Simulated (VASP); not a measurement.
# Tl (Im-3m) in VASP: notebook, part 2 of 2

VASP 6.6.1.

## (3) Relaxation of cell and atoms, PBE

The input, INCAR:

```
SYSTEM = Tl
PREC     = Accurate       ! precision mode
ENCUT    = 600            ! plane-wave cutoff, eV
EDIFF    = 1E-6           ! SCF threshold, eV
ISMEAR   = -1             ! smearing method
SIGMA    = 0.08           ! smearing width, eV
LREAL    = .FALSE.        ! projectors in reciprocal space
LASPH    = .TRUE.         ! aspherical terms in the spheres
NELM     = 60             ! most SCF steps
ALGO     = Normal         ! electronic algorithm
ISIF     = 3              ! what is computed and relaxed
LWAVE    = .FALSE.        ! write WAVECAR
LCHARG   = .FALSE.        ! write CHGCAR
GGA      = PE             ! functional
IBRION   = 2              ! ionic algorithm
NSW      = 60             ! ionic steps
EDIFFG   = -0.005         ! ionic threshold
```

The input, KPOINTS:

```
Automatic mesh
0
G
  15 15 15
  0 0 0
```

The input, POSCAR:

```
Tl
1.0
   -1.9893391070      1.9893391070      1.9893391070
    1.9893391070     -1.9893391070      1.9893391070
    1.9893391070      1.9893391070     -1.9893391070
Tl
1
Direct
    0.0000000000      0.0000000000      0.0000000000
```

Potentials or basis: VASP PAW PBE potentials, release 64 (Tl_d).

Started as:

```bash
$ cat potpaw_PBE.64/Tl_d/POTCAR > POTCAR
$ mpirun -np 1 vasp_std > vasp.out
```

Run time: 41 s. Hardware: 1 thread of AMD EPYC 9R45 (Zen 5), shared host; peak memory 0.17 GiB.

The run converged. Its results:

| Item | Value |
| --- | --- |
| Free energy | -2.2259 eV |
| Relaxed volume | 31.42 Å³/atom |
| Relaxed cell | a = 3.443 Å, b = 3.443 Å, c = 3.443 Å, α = 109.47°, β = 109.47°, γ = 109.47° |
| Space group after relaxing (to 0.05 Å) | Im-3m (No. 229) |
| Energy gained by relaxing | 0.0 meV/atom |
| Ionic steps | 4 |
| Pressure after relaxing | 0.0 GPa |

Final structure:
```cif
data_structure
_symmetry_space_group_name_H-M 'P 1'
_symmetry_Int_Tables_number 1
_cell_length_a 3.4429
_cell_length_b 3.4429
_cell_length_c 3.4429
_cell_angle_alpha 109.471
_cell_angle_beta 109.471
_cell_angle_gamma 109.471
_cell_volume 31.42
loop_
_atom_site_label
_atom_site_type_symbol
_atom_site_fract_x
_atom_site_fract_y
_atom_site_fract_z
_atom_site_occupancy
Tl1 Tl 0.00000 0.00000 0.00000 1
```

Levels at points of the mesh, in eV from the Fermi level:
| k point | band 3 | band 4 | band 5 | band 6 | band 7 | band 8 | band 9 | band 10 |
| --- | --- | --- | --- | --- | --- | --- | --- | --- |
| (0.00, 0.00, 0.00) | -11.60 | -11.26 | -11.26 | -9.48 | 9.82 | 9.82 | 9.82 | 12.06 |

Caveat: spin-orbit coupling is left out, which moves the levels of the heavy elements.

## (4) Single point, PBE (volume scaled by 0.4)

The input, INCAR:

```
SYSTEM = Tl
PREC = Accurate
ENCUT = 520
EDIFF = 1E-6
ISMEAR = -1
SIGMA = 0.08
LREAL = .FALSE.
LASPH = .TRUE.
NELM = 80
ALGO = Normal
ISIF = 2
LWAVE = .FALSE.
LCHARG = .TRUE.
GGA = PE
LELF = .TRUE.
LVHAR = .TRUE.
NBANDS = 12
```

KPOINTS is that of step 3.

The input, POSCAR:

```
Tl
1.0
   -1.4657575863      1.4657575863      1.4657575863
    1.4657575863     -1.4657575863      1.4657575863
    1.4657575863      1.4657575863     -1.4657575863
Tl
1
Direct
    0.0000000000      0.0000000000      0.0000000000
```

Started as:

```bash
$ cat potpaw_PBE.64/Tl_d/POTCAR > POTCAR
$ mpirun -np 1 vasp_std > vasp.out
```

It took 11 s on 1 thread of Intel Xeon Platinum 8488C (Sapphire Rapids), shared host; peak memory 0.13 GiB.

Results (log left out):

```yaml
Free_energy: 4.4575 eV
Pressure: 296.3 GPa
```

Levels at points of the mesh, in eV from the Fermi level:
```csv
k point,band 3,band 4,band 5,band 6,band 7,band 8,band 9,band 10
"(0.00, 0.00, 0.00)",-16.32,-16.32,-13.96,-13.96,10.96,10.96,10.96,22.20
```

Caveat: the cell differs from its parent crystal (volume scaled by 0.4); spin-orbit coupling is left out, which moves the levels of the heavy elements.

## (5) Single point, PBE (volume scaled by 0.4)

The input, INCAR:

```
PREC     = Accurate       # precision mode
ENCUT    = 520            # plane-wave cutoff, eV
EDIFF    = 1E-7           # SCF threshold, eV
ISMEAR   = -1             # smearing method
SIGMA    = 0.08           # smearing width, eV
LREAL    = F              # projectors in reciprocal space
LASPH    = T              # aspherical terms in the spheres
NELM     = 100            # most SCF steps
ALGO     = Normal         # electronic algorithm
ISIF     = 2              # what is computed and relaxed
LWAVE    = F              # write WAVECAR
LCHARG   = F              # write CHGCAR
GGA      = PE             # functional
NBANDS   = 12             # bands
```

The input, KPOINTS:

```
regular mesh
0
Gamma
  15 15 15
```

POSCAR is that of step 4.

Started as:

```bash
$ cat potpaw_PBE.64/Tl_d/POTCAR > POTCAR
$ mpirun -np 1 vasp_std > vasp.out
```

It took 12 s on 1 thread of Intel Xeon Platinum 8488C (Sapphire Rapids), shared host; peak memory 0.14 GiB.

The run converged. Its results:

```yaml
Free_energy: 4.4575 eV
Pressure: 296.3 GPa
```

Levels at points of the mesh, in eV from the Fermi level:
| k point | band 2 | band 3 | band 4 | band 5 | band 6 | band 7 | band 8 | band 9 | band 10 | band 11 |
| --- | --- | --- | --- | --- | --- | --- | --- | --- | --- | --- |
| (0.00, 0.00, 0.00) | -16.32 | -16.32 | -16.32 | -13.96 | -13.96 | 10.96 | 10.96 | 10.96 | 22.20 | 22.20 |

Caveat: the cell differs from its parent crystal (volume scaled by 0.4); spin-orbit coupling is left out, which moves the levels of the heavy elements.

## (6) Single point, PBE (volume scaled by 0.5)

The input, INCAR:

```
PREC = Accurate
ENCUT = 520
EDIFF = 1E-7
ISMEAR = -1
SIGMA = 0.08
LREAL = F
LASPH = T
NELM = 100
ALGO = Normal
ISIF = 2
LWAVE = F
LCHARG = F
GGA = PE
NBANDS = 12
```

KPOINTS is that of step 5.

The input, POSCAR:

```
Tl
1.0
   -1.5789394956      1.5789394956      1.5789394956
    1.5789394956     -1.5789394956      1.5789394956
    1.5789394956      1.5789394956     -1.5789394956
Tl
1
Direct
    0.0000000000      0.0000000000      0.0000000000
```

Potentials or basis: VASP PAW PBE potentials, release 64 (Tl_d).

Started as:

```bash
$ cat potpaw_PBE.64/Tl_d/POTCAR > POTCAR
$ mpirun -np 1 vasp_std > vasp.out
```

OUTCAR:

```text
PREC = Accurate
   ENCUT = 520
   EDIFF = 1E-7
   ISMEAR = -1
   LREAL = F
   LASPH = T
   NELM = 100
   ISIF = 2
   GGA = PE

 ion  position               nearest neighbor table
   1  0.000  0.000  0.000-

  LATTYP: Found a body centered cubic cell.
 ALAT       =     3.1578789912

  Lattice vectors:

 A1 = (  -1.5789394956,   1.5789394956,   1.5789394956)
 A2 = (   1.5789394956,  -1.5789394956,   1.5789394956)
 A3 = (   1.5789394956,   1.5789394956,  -1.5789394956)

[... 527 lines left out ...]
      3       2.7651      2.00000
      4       3.1591      2.00000
      5       3.7486      2.00000
      6      11.6826      2.00000
      7      11.7157      2.00000
      8      18.9033      0.00000
      9      24.3964      0.00000
     10      31.6685      0.00000
     11      33.4672      0.00000
     12      36.6471      0.00000

 [... further k-points ...]
[... 5 lines left out ...]
  --------------------------------------------------------------------------------------
  -------------------------------------------------------------------------------------
  Total       11.9411078     11.9411078     11.9411078     -0.0000000     -0.0000000     -0.0000000
  in kB     1215.0628558   1215.0628558   1215.0628558     -0.0000000     -0.0000000     -0.0000000
  external PRESSURE =    1215.0628558 kB  Pullay stress =       0.0000000 kB

 VOLUME and BASIS-vectors are now :
 -----------------------------------------------------------------------------
  energy-cutoff  :      520.00
  volume of cell :       15.75
      direct lattice vectors                 reciprocal lattice vectors
    -1.578939496  1.578939496  1.578939496     0.000000000  0.316668246  0.316668246
     1.578939496 -1.578939496  1.578939496     0.316668246  0.000000000  0.316668246
     1.578939496  1.578939496 -1.578939496     0.316668246  0.316668246  0.000000000

 POSITION                                       TOTAL-FORCE (eV/Angst)
 -----------------------------------------------------------------------------------
      0.00000      0.00000      0.00000        -0.000000     -0.000000      0.000000
 -----------------------------------------------------------------------------------
    total drift:                                0.000000     -0.000000      0.000000

  FREE ENERGIE OF THE ION-ELECTRON SYSTEM (eV)
  ---------------------------------------------------
  free  energy   TOTEN  =         0.6324965549 eV

  energy  without entropy=        0.6380368134  energy(sigma->0) =        0.63526668
```

OSZICAR:

```text
N       E                     dE             d eps       ncg     rms          rms(c)
DAV:   1     0.571159778579E+02    0.57116E+02   -0.71346E+03  3040   0.104E+03
DAV:   2     0.121885647643E+01   -0.55897E+02   -0.54659E+02  3384   0.237E+02
DAV:   3     0.513264399045E+00   -0.70559E+00   -0.70529E+00  3392   0.237E+01
DAV:   4     0.511294102875E+00   -0.19703E-02   -0.19702E-02  3264   0.146E+00
DAV:   5     0.511281361466E+00   -0.12741E-04   -0.12743E-04  3344   0.110E-01    0.161E+01
DAV:   6     0.598807844217E+00    0.87526E-01   -0.72742E-02  3052   0.323E+00    0.987E+00
DAV:   7     0.630893283869E+00    0.32085E-01   -0.53802E-02  3148   0.278E+00    0.815E-01
DAV:   8     0.632504645801E+00    0.16114E-02   -0.66423E-03  3100   0.933E-01    0.761E-02
DAV:   9     0.632497753362E+00   -0.68924E-05   -0.52172E-05  3276   0.772E-02    0.190E-02
DAV:  10     0.632496620625E+00   -0.11327E-05   -0.16538E-06  3316   0.165E-02    0.193E-03
DAV:  11     0.632496554899E+00   -0.65726E-07   -0.28209E-07  3084   0.537E-03
   1 F= 0.63249655E+00 E0= 0.63526668E+00  d E =-.554026E-02
```

stdout:

```text
POSCAR found type information on POSCAR Tl
 POSCAR found :  1 types and       1 ions
 scaLAPACK will be used
 LDA part: xc-table for (Slater+PW92), standard interpolation
 POSCAR, INCAR and KPOINTS ok, starting setup
 FFT: planning ... GRIDC
 FFT: planning ... GRID_SOFT
 FFT: planning ... GRID
 WAVECAR not read
 entering main loop
```

Run time: 13 s. Hardware: 1 thread of Intel Xeon Platinum 8488C (Sapphire Rapids), shared host; peak memory 0.13 GiB.

What came out:

```
Free energy : 0.6325 eV
Pressure    : 121.5 GPa
```

Caveat: the cell differs from its parent crystal (volume scaled by 0.5); spin-orbit coupling is left out, which moves the levels of the heavy elements.

## (7) Summary

| task | cell | cutoff (eV) | gap on the mesh (eV) | pressure (GPa) |
| --- | --- | --- | --- | --- |
| single point | a = 3.446 Å, angles 109.5°, 1 atom | 520 | none | -0.1 |
| relaxation of cell and atoms | relaxed from a = 3.446 Å, angles 109.5°, 1 atom | 600 | none | 0.0 |
| single point | a = 2.539 Å, angles 109.5°, 1 atom | 520 | none | 296.3 |
| single point | a = 2.735 Å, angles 109.5°, 1 atom | 520 | none | 121.5 |

Alike in all rows: level PBE; potentials or basis VASP PAW PBE potentials, release 64 (Tl_d); no spin polarisation; k mesh 15 × 15 × 15; smearing fermi-dirac 0.08 eV.

Caveats: spin-orbit coupling is left out, which moves the levels of the heavy elements.

Absolute energies hang on the potentials; compare differences alone.
